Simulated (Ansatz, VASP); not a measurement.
**One calculation of BN, two programs**

Contents of INCAR:

```
ALGO     = Normal         # electronic algorithm
DIPOL    = 0.5 0.5 0.500
EDIFF    = 1E-6           # SCF threshold, eV
ENCUT    = 520            # plane-wave cutoff, eV
GGA      = PE             # functional
IDIPOL   = 3            
ISIF     = 2              # what is computed and relaxed
ISMEAR   = -1             # smearing method
LASPH    = True           # aspherical terms in the spheres
LCHARG   = False          # write CHGCAR
LDIPOL   = True         
LREAL    = False          # projectors in reciprocal space
LWAVE    = False          # write WAVECAR
NBANDS   = 16             # bands
NELM     = 100            # most SCF steps
PREC     = Accurate       # precision mode
SIGMA    = 0.02           # smearing width, eV
```

KPOINTS

```
k-points
0
Gamma
  12 8 1
```

POSCAR

```
BN
1.0
    2.5630581740      0.0000000000      0.0000000000
    0.0000000000      3.6247116308      0.0000000000
    0.0000000000      0.0000000000     10.0579000000
B N
2 2
Direct
    0.0000000000      0.8350387901      0.4784664340
    0.5000000000      0.3350376204      0.5215338145
    0.5000000000      0.6649625859      0.4474104503
    0.0000000000      0.1649610037      0.5525895497
```

Input for Ansatz:

```yaml
crystal:
  lattice:
    - [2.563058174, 0.0, 0.0]
    - [0.0, 3.6247116308, 0.0]
    - [0.0, 0.0, 10.0579]
  atoms:
    - { symbol: B, position: [0.0, 0.8350387901, 0.478466434] }
    - { symbol: "N", position: [0.5, 0.6649625859, 0.4474104503] }
    - { symbol: B, position: [0.5, 0.3350376204, 0.5215338145] }
    - { symbol: "N", position: [0.0, 0.1649610037, 0.5525895497] }
kpoints:
  mp_grid: { grid: [12, 8, 1] }
scf:
  occupations: { method: fermi_dirac, width: 0.02 }
hamiltonian:
  xc: pbe
  pseudopotentials: { kind: all_electron, lapw: { basis_error: 0.001 } }
output:
  forces: true
  stress: true
  eigenvalues: true
efield:
  axis: 3
  amplitude: 0
  dipole_correction: true
```

Alike in both runs: task single point; functional PBE; k mesh 12 × 8 × 1; occupations fermi-dirac, width 0.02 eV; no spin polarisation.

|  | VASP | Ansatz |
| --- | --- | --- |
| version | VASP 6.6.1 | Ansatz 0.2.0 |
| potentials or method | VASP PAW PBE potentials, release 64 (B, N), cutoff 520 eV | all-electron LAPW, scalar-relativistic |

|  | VASP | Ansatz | Ansatz less VASP |
| --- | --- | --- | --- |
| gap on the k mesh at the Fermi level (eV) | 4.42 | 4.42 | +0.003 |
| rms of the force components (eV/Å) | 0.011 | 0.002 | -0.0089 |

Ansatz ran all-electron here, and VASP with PAW potentials. Ansatz's warnings: vacuum density over bound.
